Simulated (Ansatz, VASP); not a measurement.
Two plane-wave programs on CoO

```
Co O
1.0
    -1.47722    1.47722    2.06423
     1.47722   -1.47722    2.06423
     1.47722    1.47722   -2.06423
Co O
1 1
Cartesian
  0.0000 0.0000 0.0000
  0.0000 0.0000 2.0642
```

Alike in both runs: task single point; functional LDA; k mesh 12 × 12 × 12; occupations fermi-dirac, width 0.05 eV; collinear spin.

|  | VASP | Ansatz |
| --- | --- | --- |
| version | VASP 6.6.1 | Ansatz 0.2.0 |
| potentials or method | VASP PAW LDA potentials, release 64 (Co, O) | Ansatz PAW |
| plane-wave cutoff (eV) | 520 | 420 |
| valence electrons in the cell | 15 | 23 |

```tsv
	VASP	Ansatz	Ansatz less VASP
gap on the k mesh at the Fermi level (eV)	none	none	-
pressure (GPa)	-12.3	-10.5	+1.84
traceless stress, the component that is largest in VASP (GPa)	0.42	0.18	-0.234
net moment per atom (μB)	1.18	1.26	+0.075
size of the moment on the site where the two differ most (μB)	0.22	0.26	+0.040
```

LDA's correlation is that of Perdew and Zunger in VASP and of Perdew and Wang (1992) in Ansatz. Site moments also hang on the region over which each program counts them. A gap of «none» marks a metal or a gap that the smearing closes. VASP's potentials hold 15 valence electrons a cell and Ansatz's 23, so a difference there can come from the potentials and not from the codes.

Noted on Ansatz's run: Pulay correction over one GPa.
